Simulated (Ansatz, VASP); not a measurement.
One calculation of SnSe, two programs

Contents of INCAR:

```
PREC = Accurate
ENCUT = 520
EDIFF = 1E-6
ISMEAR = -1
SIGMA = 0.05
LREAL = False
LASPH = True
NELM = 80
ALGO = Normal
ISIF = 2
LWAVE = False
LCHARG = False
GGA = PS
NBANDS = 17
```

Contents of KPOINTS:

```
Automatic mesh
0
Gamma
  6 6 6
```

Contents of POSCAR:

```
SnSe
1.0
    0.0000000000      3.0100000000      3.0100000000
    3.0100000000      0.0000000000      3.0100000000
    3.0100000000      3.0100000000      0.0000000000
Sn Se
1 1
Direct
    0.0000000000      0.0000000000      0.0000000000
    0.5000000000      0.5000000000      0.5000000000
```

The input input.yaml:

```yaml
crystal:
  lattice:
    - [0.0, 3.01, 3.01]
    - [3.01, 0.0, 3.01]
    - [3.01, 3.01, 0.0]
  atoms:
    - { symbol: Sn, position: [0.0, 0.0, 0.0] }
    - { symbol: Se, position: [0.5, 0.5, 0.5] }
kpoints:
  mp_grid: { grid: [6, 6, 6] }
scf:
  occupations: { method: fermi_dirac, width: 0.05 }
hamiltonian:
  xc: pbesol
  pseudopotentials: { kind: all_electron, datasets: crystal }
output:
  forces: true
  stress: true
  eigenvalues: true
  elf: true
  volumetric_format: npy
```

Alike in both runs: task single point; functional PBEsol; k mesh 6 × 6 × 6; occupations fermi-dirac, width 0.05 eV; no spin polarisation.

|  | VASP | Ansatz |
| --- | --- | --- |
| version | VASP 6.6.1 | Ansatz 0.2.0 |
| potentials or method | VASP PAW PBE potentials, release 64 (Sn_d, Se), cutoff 520 eV | all-electron PAW datasets made for the crystal |

```tsv
	VASP	Ansatz	Ansatz less VASP
gap on the k mesh at the Fermi level (eV)	0.65	0.64	-0.001
least direct gap on the mesh (eV)	0.65	0.64	-0.001
pressure (GPa)	-2.3	-2.3	-0.01
```

VASP's potentials were made for PBE, not for PBEsol. Ansatz ran all-electron here, and VASP with PAW potentials.
